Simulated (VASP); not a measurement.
# As in VASP: single point with LDA

Aim: the single point of As with LDA.

Program: VASP 6.6.1. These are calculated values, not measurements. Logs are shortened: lines on timing, memory, paths and dates and some standing lists are left out, and cuts for length are marked.

### 1 The cell of the first run

The cell holds a slab with vacuum, 2 atoms: a = 3.575 Å, b = 3.575 Å, c = 26.416 Å, α = 90.00°, β = 90.00°, γ = 120.00°.

### 2 Single point, LDA

Input file INCAR:

```
PREC = Accurate
ENCUT = 400
EDIFF = 1E-6
ISMEAR = 0
SIGMA = 0.01
LREAL = F
LASPH = T
NELM = 120
ALGO = Normal
ISIF = 2
LWAVE = F
LCHARG = T
LDIPOL = T
IDIPOL = 3
DIPOL = 0.5 0.5 0.347
GGA = CA
LELF = T
LVHAR = T
LVACPOTAV = T
NBANDS = 22
GGA_COMPAT = F
NELMDL = -8
```

Input file KPOINTS:

```
regular mesh
0
Gamma
  6 6 1
```

Input file POSCAR:

```
As
1.0
    3.5749013640      0.0000000000      0.0000000000
   -1.7874506820      3.0959553972      0.0000000000
    0.0000000000      0.0000000000     26.4156438000
As
2
Direct
    0.3333333333      0.6666666667      0.3206195636
    0.6666666667      0.3333333333      0.3724478490
```

Potentials or basis: VASP PAW LDA potentials, release 64 (As_d).

Launch:

```sh
cat potpaw_LDA.64/As_d/POTCAR > POTCAR
mpirun -np 1 vasp_std > vasp.out
```

OUTCAR:

```text
PREC = Accurate
   ENCUT = 400
   EDIFF = 1E-6
   ISMEAR = 0
   LREAL = F
   LASPH = T
   NELM = 120
   ISIF = 2
   GGA = CA
   NELMDL = -8

 ion  position               nearest neighbor table
   1  0.333  0.667  0.321-   2 2.48   2 2.48   2 2.48
   2  0.667  0.333  0.372-   1 2.48   1 2.48   1 2.48

  LATTYP: Found a hexagonal cell.
 ALAT       =     3.5749013640
 C/A-ratio  =     7.3891951442

  Lattice vectors:

 A1 = (   3.5749013640,   0.0000000000,   0.0000000000)
 A2 = (  -1.7874506820,   3.0959553972,   0.0000000000)
 A3 = (   0.0000000000,   0.0000000000,  26.4156438000)

Analysis of symmetry for initial positions (statically):
=====================================================================
 Subroutine PRICEL returns:
 Original cell was already a primitive cell.

 Routine SETGRP: Setting up the symmetry group for a
 hexagonal supercell.

 Subroutine GETGRP returns: Found 12 space group operations
 (whereof  6 operations were pure point group operations)
 out of a pool of 24 trial point group operations.

The static configuration has the point symmetry C_3v.
 The point group associated with its full space group is D_3d.

Analysis of symmetry for dynamics (positions and initial velocities):
=====================================================================
 Subroutine PRICEL returns:
 Original cell was already a primitive cell.

 Routine SETGRP: Setting up the symmetry group for a
 hexagonal supercell.

 Subroutine GETGRP returns: Found 12 space group operations
 (whereof  6 operations were pure point group operations)
 out of a pool of 24 trial point group operations.

The dynamic configuration has the point symmetry C_3v.
 The point group associated with its full space group is D_3d.

 Subroutine INISYM returns: Found 12 space group operations
 (whereof  6 operations are pure point group operations),
 and found     1 'primitive' translations

----------------------------------------------------------------------------------------

                                     Primitive cell

  volume of cell :     292.3613

  direct lattice vectors                    reciprocal lattice vectors
     3.574901364  0.000000000  0.000000000     0.279727998  0.161501035  0.000000000
    -1.787450682  3.095955397  0.000000000     0.000000000  0.323002069  0.000000000
     0.000000000  0.000000000 26.415643800     0.000000000  0.000000000  0.037856355

  length of vectors
     3.574901364  3.574901364 26.415643800     0.323002069  0.323002069  0.037856355

  position of ions in fractional coordinates (direct lattice)
     0.333333333  0.666666667  0.320619564
     0.666666667  0.333333333  0.372447849

  ion indices of the primitive-cell ions
   primitive index   ion index
                 1           1
                 2           2

----------------------------------------------------------------------------------------

 KPOINTS: regular mesh

Automatic generation of k-mesh.
 Grid dimensions read from file:
 generate k-points for:    6    6    1

 Generating k-lattice:

  Cartesian coordinates                     Fractional coordinates (reciprocal lattice)
     0.046621333  0.026916839  0.000000000     0.166666667  0.000000000  0.000000000
     0.000000000  0.053833678  0.000000000     0.000000000  0.166666667  0.000000000
     0.000000000  0.000000000  0.037856355     0.000000000  0.000000000  1.000000000

  Length of vectors
     0.053833678  0.053833678  0.037856355

  Shift w.r.t. Gamma in fractional coordinates (k-lattice)
     0.000000000  0.000000000  0.000000000

 Subroutine IBZKPT returns following result:
 ===========================================

 Found      7 irreducible k-points:

 Following reciprocal coordinates:
            Coordinates               Weight
  0.000000  0.000000  0.000000      1.000000
  0.166667 -0.000000  0.000000      6.000000
  0.333333 -0.000000  0.000000      6.000000
  0.500000 -0.000000  0.000000      3.000000
  0.166667  0.166667  0.000000      6.000000
  0.333333  0.166667  0.000000     12.000000
  0.333333  0.333333  0.000000      2.000000
   k-points           NKPTS =      7   k-points in BZ     NKDIM =      7   number of bands    NBANDS=     22
   number of dos      NEDOS =    301   number of ions     NIONS =      2
   total plane-waves  NPLWV = 103680
   dimension x,y,z NGX =    24 NGY =   24 NGZ =  180
   dimension x,y,z NGXF=    48 NGYF=   48 NGZF=  360
   ions per type =               2
   NGX,Y,Z   is equivalent  to a cutoff of  11.16, 11.16, 11.33 a.u.
   NGXF,Y,Z  is equivalent  to a cutoff of  22.32, 22.32, 22.66 a.u.
 SYSTEM =  unknown system
   PREC   = accura    normal or accurate (medium, high low for compatibility)
   ISTART =      0    job   : 0-new  1-cont  2-samecut
   ICHARG =      2    charge: 1-file 2-atom 10-const
   ISPIN  =      1    spin polarized calculation?
   LNONCOLLINEAR =      F non collinear calculations
   LSORBIT =      F    spin-orbit coupling
   LASPH  =      T    aspherical Exc in radial PAW
   ENCUT  =  400.0 eV  29.40 Ry    5.42 a.u.   5.83  5.83 43.08*2*pi/ulx,y,z
   NELM   =    120;   NELMIN=  2; NELMDL= -8     # of ELM steps
   EDIFF  = 0.1E-05   stopping-criterion for ELM
   LREAL  =      F    real-space projection
   EDIFFG = 0.1E-04   stopping-criterion for IOM
   NSW    =      0    number of steps for IOM
   IBRION =     -1    ionic relax: 0-MD 1-quasi-New 2-CG
   NFREE  =      0    steps in history (QN), initial steepest desc. (CG)
   ISIF   =      2    stress and relaxation
   ISYM   =      2    0-nonsym 1-usesym 2-fastsym
   POTIM  = 0.5000    time-step for ionic-motion
   TEBEG  =    0.0;   TEEND  =   0.0 temperature during run
   PSTRESS=    0.0 pullay stress
   NELECT =      30.0000    total number of electrons
   NUPDOWN=      -1.0000    fix difference up-down
   EMIN   =  10.00;   EMAX   =-10.00  energy-range for DOS
   EFERMI =   0.00;   METHOD = LEGACY
   ISMEAR =     0;   SIGMA  =   0.01  broadening in eV -4-tet -1-fermi 0-gaus
   EFERMI_NEDOS =   21; number of points for ismear=-14 and -15
   IALGO  =     38    algorithm
   IMIX   =      4    mixing-type and parameters
     AMIX     =   0.40;   BMIX     =  1.00
     AMIX_MAG =   1.60;   BMIX_MAG =  1.00
  volume/ion in A,a.u.               =     146.18       986.48
  Fermi-wavevector in a.u.,A,eV,Ry     =   0.766435  1.448352  7.992367  0.587422
  Thomas-Fermi vector in A             =   1.866773
   LORBIT       =      0    0 simple, 1 ext, 2 COOP (PROOUT), +10 PAW based schemes
   GGA     = CA    functional components
   LHFCALC =     F    Hartree Fock is set to
   AEXX    =    0.0000 exact exchange contribution
   IVDW    =     0    specifies the selected vdW correction
   LEPSILON=     F    determine dielectric tensor
   LRPA    =     F    only Hartree local field effects (RPA)
 non-spin polarized calculation
 Gauss-broadening in eV      SIGMA  =   0.01
  energy-cutoff  :      400.00
  volume of cell :      292.36
 maximum number of plane-waves:      5330
 NGX is ok and might be reduce to    24
   NGX = 11   NGY = 11   NGZ = 87

 dipolmoment           0.000000      0.000000      0.000001 electrons x Angstroem

 number of electron      30.0000015 magnetization

 dipolmoment           0.000000      0.000000     -0.000001 electrons x Angstroem

 Free energy of the ion-electron system (eV)
  ---------------------------------------------------
  ext. energy  EPLUGINS =         0.00000000
  ---------------------------------------------------
  free energy    TOTEN  =       -10.43237781 eV

  energy without entropy =      -10.43237781  energy(sigma->0) =      -10.43237781

 E-fermi :  -4.3627     XC(G=0):  -2.1621

 val. band max:       -4.4278338493   @ k =   0.0000   0.0000   0.0000
 cond. band min:      -2.8418327882   @ k =   0.3333  -0.0000   0.0000
 fundamental gap:      1.5860010612
 Fermi energy:        -4.3626510294

 k-point     1 :       0.0000    0.0000    0.0000
  band No.  band energies     occupation
      1     -39.6535      2.00000
      2     -39.6535      2.00000
      3     -39.6086      2.00000
      4     -39.6086      2.00000
      5     -39.5627      2.00000
      6     -39.5306      2.00000
      7     -39.5306      2.00000
      8     -39.4976      2.00000
      9     -39.4782      2.00000
     10     -39.4782      2.00000
     11     -18.0995      2.00000
     12     -11.5676      2.00000
     13      -4.9385      2.00000
     14      -4.4278      2.00000
     15      -4.4278      2.00000
     16      -2.4933      0.00000
     17      -0.8559      0.00000
     18      -0.8559      0.00000
     19       0.6427      0.00000
     20       0.9667      0.00000
     21       1.3911      0.00000
     22       1.6808      0.00000

 k-point     2 :       0.1667   -0.0000    0.0000
  band No.  band energies     occupation
      1     -39.6526      2.00000
      2     -39.6449      2.00000
      3     -39.6066      2.00000
      4     -39.6021      2.00000
      5     -39.5613      2.00000
      6     -39.5350      2.00000
      7     -39.5301      2.00000
      8     -39.5017      2.00000
      9     -39.4867      2.00000
     10     -39.4787      2.00000
     11     -17.7235      2.00000
     12     -11.5554      2.00000
     13      -6.7134      2.00000
     14      -5.1126      2.00000
     15      -4.7779      2.00000
     16      -2.1637      0.00000
     17      -0.2622      0.00000
     18      -0.1927      0.00000
     19       1.1007      0.00000
     20       1.4056      0.00000
     21       1.8164      0.00000
     22       2.1145      0.00000

 k-point     3 :       0.3333   -0.0000    0.0000
  band No.  band energies     occupation
      1     -39.6506      2.00000
      2     -39.6260      2.00000
      3     -39.5980      2.00000
      4     -39.5860      2.00000
      5     -39.5581      2.00000
      6     -39.5474      2.00000
      7     -39.5303      2.00000
      8     -39.5207      2.00000
      9     -39.4989      2.00000
     10     -39.4800      2.00000
     11     -16.6566      2.00000
     12     -12.3361      2.00000
     13      -8.1162      2.00000
     14      -6.0133      2.00000
     15      -5.1094      2.00000
     16      -2.8418      0.00000
     17      -0.5553      0.00000
     18       0.2422      0.00000
     19       2.1370      0.00000
     20       2.2931      0.00000
     21       3.0120      0.00000
     22       3.3722      0.00000

 k-point     4 :       0.5000   -0.0000    0.0000
  band No.  band energies     occupation
      1     -39.6494      2.00000
      2     -39.6182      2.00000
      3     -39.5782      2.00000
      4     -39.5689      2.00000
      5     -39.5654      2.00000
      6     -39.5626      2.00000
      7     -39.5380      2.00000
      8     -39.5293      2.00000
      9     -39.5029      2.00000
     10     -39.4807      2.00000
     11     -15.5894      2.00000
     12     -13.6108      2.00000
     13      -7.8407      2.00000
     14      -6.3575      2.00000
     15      -5.9689      2.00000
     16      -2.5046      0.00000
     17      -1.2221      0.00000
     18       0.2308      0.00000
     19       1.8804      0.00000
     20       4.0475      0.00000
     21       4.2320      0.00000
     22       4.5686      0.00000

 k-point     5 :       0.1667    0.1667    0.0000
  band No.  band energies     occupation
      1     -39.6517      2.00000
      2     -39.6291      2.00000
      3     -39.6022      2.00000
      4     -39.5917      2.00000
      5     -39.5582      2.00000
      6     -39.5446      2.00000
      7     -39.5284      2.00000
      8     -39.5139      2.00000
      9     -39.4969      2.00000
     10     -39.4800      2.00000
     11     -16.9949      2.00000
     12     -11.9265      2.00000
     13      -7.7238      2.00000
     14      -6.7487      2.00000
     15      -4.7446      2.00000
     16      -1.6110      0.00000
     17      -0.8744      0.00000
     18       0.3921      0.00000
     19       1.8578      0.00000
     20       1.9959      0.00000
     21       2.5943      0.00000
     22       2.9660      0.00000

 k-point     6 :       0.3333    0.1667    0.0000
  band No.  band energies     occupation
      1     -39.6506      2.00000
      2     -39.6110      2.00000
      3     -39.5891      2.00000
      4     -39.5751      2.00000
      5     -39.5628      2.00000
      6     -39.5552      2.00000
      7     -39.5379      2.00000
      8     -39.5252      2.00000
      9     -39.5051      2.00000
     10     -39.4816      2.00000
     11     -15.7141      2.00000
     12     -13.2760      2.00000
     13      -8.1430      2.00000
     14      -7.1938      2.00000
     15      -5.5672      2.00000
     16      -1.6942      0.00000
     17      -0.8553      0.00000
     18      -0.0074      0.00000
     19       2.5975      0.00000
     20       3.4349      0.00000
     21       4.1102      0.00000
     22       4.4538      0.00000

 k-point     7 :       0.3333    0.3333    0.0000
  band No.  band energies     occupation
      1     -39.6508      2.00000
      2     -39.5896      2.00000
      3     -39.5896      2.00000
      4     -39.5805      2.00000
      5     -39.5578      2.00000
      6     -39.5578      2.00000
      7     -39.5530      2.00000
      8     -39.5152      2.00000
      9     -39.5152      2.00000
     10     -39.4830      2.00000
     11     -14.4465      2.00000
     12     -14.4465      2.00000
     13      -8.9288      2.00000
     14      -6.3798      2.00000
     15      -6.3798      2.00000
     16      -2.4221      0.00000
     17       0.2547      0.00000
     18       0.2547      0.00000
     19       3.6712      0.00000
     20       4.5529      0.00000
     21       4.5529      0.00000
     22       5.4034      0.00000

------------------------ aborting loop because EDIFF is reached ----------------------------------------

  FORCE on cell =-STRESS in cart. coord.  units (eV):
  Direction    XX          YY          ZZ          XY          YZ          ZX
  --------------------------------------------------------------------------------------
  -------------------------------------------------------------------------------------
  Total       -0.7324281     -0.7324281     -0.1220776      0.0000000     -0.0000000      0.0000000
  in kB       -4.0137989     -4.0137989     -0.6690006      0.0000000     -0.0000000      0.0000000
  external PRESSURE =      -2.8988661 kB  Pullay stress =       0.0000000 kB

 VOLUME and BASIS-vectors are now :
 -----------------------------------------------------------------------------
  energy-cutoff  :      400.00
  volume of cell :      292.36
      direct lattice vectors                 reciprocal lattice vectors
     3.574901364  0.000000000  0.000000000     0.279727998  0.161501035  0.000000000
    -1.787450682  3.095955397  0.000000000     0.000000000  0.323002069  0.000000000
     0.000000000  0.000000000 26.415643800     0.000000000  0.000000000  0.037856355

 POSITION                                       TOTAL-FORCE (eV/Angst)
 -----------------------------------------------------------------------------------
     -0.00000      2.06397      8.46937        -0.000000     -0.000000      0.036517
      1.78745      1.03199      9.83845         0.000000      0.000000     -0.036517
 -----------------------------------------------------------------------------------
    total drift:                                0.000000     -0.000000     -0.000752

  FREE ENERGIE OF THE ION-ELECTRON SYSTEM (eV)
  ---------------------------------------------------
  free  energy   TOTEN  =       -10.4323778144 eV

  energy  without entropy=      -10.4323778144  energy(sigma->0) =      -10.43237781

 vacuum level on the upper side and lower side of the slab         1.236         1.236
```

Run time: 18 s. Hardware: 1 thread of Intel Xeon 6975P-C (Granite Rapids), shared host; peak memory 0.23 GiB.

What came out:

* Free energy: -10.4324 eV
* Largest force: 0.037 eV/Å
* Band gap on the k mesh: 1.59 eV (least direct gap 1.93 eV)

Forces on the atoms (eV/Å):
```
As   0.000  0.000  0.037
As   0.000  0.000 -0.037
```
